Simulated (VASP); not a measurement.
# BaTe in VASP: notebook, part 2 of 2

VASP 6.6.1. The steps go on from the part before.

## 4. Relaxation of shape and atoms at fixed volume, PBEsol (40.66 Å³/atom)

This run uses another cell than the first one, of 40.66 Å³/atom.

The input, INCAR:

```
ALGO     = Normal         # electronic algorithm
EDIFF    = 1E-6           # SCF threshold, eV
EDIFFG   = -0.01          # ionic threshold
ENCUT    = 600            # plane-wave cutoff, eV
GGA      = PS             # functional
IBRION   = 2              # ionic algorithm
ISIF     = 4              # what is computed and relaxed
ISMEAR   = 0              # smearing method
LASPH    = True           # aspherical terms in the spheres
LCHARG   = False          # write CHGCAR
LREAL    = False          # projectors in reciprocal space
LWAVE    = False          # write WAVECAR
NELM     = 80             # most SCF steps
NSW      = 60             # ionic steps
PREC     = Accurate       # precision mode
SIGMA    = 0.05           # smearing width, eV
```

The input, KPOINTS:

```
k-points
0
Gamma
  8 8 4
```

The input, POSCAR:

```
BaTe
1.0
    4.7439277951      0.0000000000      0.0000000000
   -2.3719638975      4.1083619842      0.0000000000
    0.0000000000      0.0000000000      8.3447779104
Ba Te
2 2
Direct
    0.0000000000      0.0000000000      0.0000000000
    0.0000000000      0.0000000000      0.5000000000
    0.3333333333      0.6666666667      0.2500000000
    0.6666666667      0.3333333333      0.7500000000
```

Potentials or basis: VASP PAW PBE potentials, release 64 (Ba_sv, Te).

Command:

```console
cat potpaw_PBE.64/Ba_sv/POTCAR potpaw_PBE.64/Te/POTCAR > POTCAR
mpirun -np 1 vasp_std > vasp.out
```

OUTCAR:

```text
EDIFF = 1E-6
   EDIFFG = -0.01
   ENCUT = 600
   GGA = PS
   IBRION = 2
   ISIF = 4
   ISMEAR = 0
   LASPH = True
   LREAL = False
   NELM = 80
   NSW = 60
   PREC = Accurate

 ion  position               nearest neighbor table
   1  0.000  0.000  0.000-   3 3.44   4 3.44   3 3.44   4 3.44   4 3.44   3 3.44   2 4.17   2 4.17

   2  0.000  0.000  0.500-   3 3.44   4 3.44   3 3.44   4 3.44   4 3.44   3 3.44   1 4.17   1 4.17

   3  0.333  0.667  0.250-   1 3.44   2 3.44   1 3.44   2 3.44   1 3.44   2 3.44
   4  0.667  0.333  0.750-   1 3.44   2 3.44   1 3.44   2 3.44   1 3.44   2 3.44

  LATTYP: Found a hexagonal cell.
 ALAT       =     4.7439277951
 C/A-ratio  =     1.7590440392

  Lattice vectors:

 A1 = (   4.7439277951,   0.0000000000,   0.0000000000)
 A2 = (  -2.3719638975,   4.1083619842,   0.0000000000)
 A3 = (   0.0000000000,   0.0000000000,   8.3447779104)

Analysis of symmetry for initial positions (statically):
=====================================================================
 Subroutine PRICEL returns:
 Original cell was already a primitive cell.

 Routine SETGRP: Setting up the symmetry group for a
 hexagonal supercell.

[... 180 lines left out ...]
  --------------------------------------------------------------------------------------
  -------------------------------------------------------------------------------------
  Total        1.8026572      1.8026572      2.0994990      0.0000000      0.0000000     -0.0000000
  in kB       17.7583321     17.7583321     20.6825795      0.0000000      0.0000000     -0.0000000
  external PRESSURE =      18.7330812 kB  Pullay stress =       0.0000000 kB
[... 63 lines left out ...]
--------------------------------------- Ionic step        3  -------------------------------------------

 number of electron      32.0000000 magnetization

 Free energy of the ion-electron system (eV)
  ---------------------------------------------------
  ext. energy  EPLUGINS =         0.00000000
  ---------------------------------------------------
  free energy    TOTEN  =       -18.02324755 eV

  energy without entropy =      -18.02324755  energy(sigma->0) =      -18.02324755

 E-fermi :   2.9283     XC(G=0):  -8.6096

 val. band max:        2.6410680124   @ k =   0.0000   0.0000   0.0000
 cond. band min:       4.0470361710   @ k =   0.5000   0.0000   0.0000
 fundamental gap:      1.4059681585
 Fermi energy:         2.9283436729

 k-point     1 :       0.0000    0.0000    0.0000
  band No.  band energies     occupation
      1     -24.4468      2.00000
      2     -24.4113      2.00000
      3     -10.2856      2.00000
      4      -9.6010      2.00000
      5      -9.6010      2.00000
      6      -9.5337      2.00000
[... 541 lines left out ...]
     19       6.6081      0.00000
     20       6.6081      0.00000

 [... further k-points ...]

------------------------ aborting loop because EDIFF is reached ----------------------------------------

  FORCE on cell =-STRESS in cart. coord.  units (eV):
  Direction    XX          YY          ZZ          XY          YZ          ZX
  --------------------------------------------------------------------------------------
  -------------------------------------------------------------------------------------
  Total        1.8652651      1.8652651      1.8883580      0.0000000      0.0000000      0.0000000
  in kB       18.3750950     18.3750950     18.6025873      0.0000000      0.0000000      0.0000000
  external PRESSURE =      18.4509257 kB  Pullay stress =       0.0000000 kB
[... 19 lines left out ...]
  FREE ENERGIE OF THE ION-ELECTRON SYSTEM (eV)
  ---------------------------------------------------
  free  energy   TOTEN  =       -18.0232475513 eV

  energy  without entropy=      -18.0232475513  energy(sigma->0) =      -18.02324755

 reached required accuracy - stopping structural energy minimisation
```

OSZICAR:

```text
N       E                     dE             d eps       ncg     rms          rms(c)
DAV:   1     0.232122883787E+03    0.23212E+03   -0.13981E+04  1200   0.150E+03
DAV:   2     0.108098528053E+01   -0.23104E+03   -0.22333E+03  1684   0.237E+02
[... 17 lines left out ...]
   2 F= -.18023038E+02 E0= -.18023038E+02  d E =-.544872E-03
       N       E                     dE             d eps       ncg     rms          rms(c)
DAV:   1    -0.180237498400E+02   -0.71238E-03   -0.55482E-02  1232   0.131E+00    0.114E-01
DAV:   2    -0.180234169725E+02    0.33287E-03   -0.64781E-04  1484   0.144E-01    0.654E-02
DAV:   3    -0.180232457282E+02    0.17124E-03   -0.41282E-04  1408   0.123E-01    0.114E-02
DAV:   4    -0.180232471718E+02   -0.14436E-05   -0.10612E-05  1404   0.175E-02    0.845E-03
DAV:   5    -0.180232475513E+02   -0.37955E-06   -0.62423E-07   920   0.523E-03
   3 F= -.18023248E+02 E0= -.18023248E+02  d E =-.754559E-03
```

CONTCAR:

```text
BaTe
   1.00000000000000
     4.7329105359841259    0.0000000000024485   -0.0000000000000000
    -2.3664552679400583    4.0988207579181077   -0.0000000000000000
     0.0000000000000000    0.0000000000000000    8.3836730404571647
  Ba              Te
     2     2
Direct
     0.0000000000000000    0.0000000000000000    0.0000000000000000
     0.0000000000000000    0.0000000000000000    0.5000000000000000
     0.3333333332999970    0.6666666667000030    0.2500000000000000
     0.6666666667000030    0.3333333332999970    0.7500000000000000

  0.00000000E+00  0.00000000E+00  0.00000000E+00
  0.00000000E+00  0.00000000E+00  0.00000000E+00
  0.00000000E+00  0.00000000E+00  0.00000000E+00
  0.00000000E+00  0.00000000E+00  0.00000000E+00
```

Run time: 5.2 min. Hardware: 1 thread of Intel Xeon 8259CL, shared host; peak memory 0.4 GiB.

Results:

```
Free energy               : -18.0232 eV
Energy gained by relaxing : 0.2 meV/atom
Ionic steps               : 3
Pressure after relaxing   : 1.8 GPa
Band gap on the k mesh    : 1.41 eV (least direct gap 1.45 eV)
```

The path:
| step | energy change (eV) | largest force (eV/Å) | pressure (GPa) | volume (Å³) |
| --- | --- | --- | --- | --- |
| 1 | 0.0000 | 0.0000 | 1.87 | 162.64 |
| 2 | -0.0005 | 0.0000 | 1.86 | 162.64 |
| 3 | -0.0008 | 0.0000 | 1.85 | 162.64 |

Final structure:
```xyz
4
Lattice="4.7329 0.0000 0.0000 -2.3665 4.0988 0.0000 0.0000 0.0000 8.3837" Properties=species:S:1:pos:R:3 pbc="T T T"
Ba    0.0000    0.0000    0.0000
Ba    0.0000    0.0000    4.1918
Te    0.0000    2.7325    2.0959
Te    2.3665    1.3663    6.2878
```

Levels at points of the mesh, in eV from the valence-band top:
```tsv
k point	band 14	band 15	band 16	band 17	band 18	band 19
(0.00, 0.00, 0.00)	-0.28	0.00	0.00	1.45	2.93	2.96
(0.50, 0.00, 0.00)	-1.17	-0.79	-0.38	1.41	2.81	4.53
(0.00, 0.00, 0.50)	-0.68	-0.68	-0.68	2.90	2.90	3.53
(0.50, 0.00, 0.50)	-1.15	-0.88	-0.88	2.29	2.29	4.23
```

Caveat: the PAW data sets were made with another functional, which shifts forces and pressure a little; spin-orbit coupling is left out, which moves the levels of the heavy elements. A k mesh can miss the band edges.

## 5. Overview

| task | cell | cutoff (eV) | gap on the mesh (eV) | pressure (GPa) |
| --- | --- | --- | --- | --- |
| single point | a = 4.809, b = 4.809, c = 8.459 Å, angles 90.0, 90.0, 120.0°, 4 atoms, atomic positions A | 520 | 1.49 | 0.4 |
| single point | a = 4.809, b = 4.809, c = 8.459 Å, angles 89.7, 90.6, 120.0°, 4 atoms, atomic positions B | 520 | 1.49 | 0.4 |
| relaxation of shape and atoms at fixed volume | relaxed from a = 4.744, b = 4.744, c = 8.345 Å, angles 90.0, 90.0, 120.0°, 4 atoms, atomic positions B | 600 | 1.41 | 1.8 |

Alike in all rows: level PBEsol; potentials or basis VASP PAW PBE potentials, release 64 (Ba_sv, Te); no spin polarisation; k mesh 8 × 8 × 4; smearing gaussian 0.05 eV.

Caveats: the PAW data sets were made with another functional, which shifts forces and pressure a little; spin-orbit coupling is left out, which moves the levels of the heavy elements.

Total energies depend on the potentials used, so only differences within one code and one set of settings carry meaning.
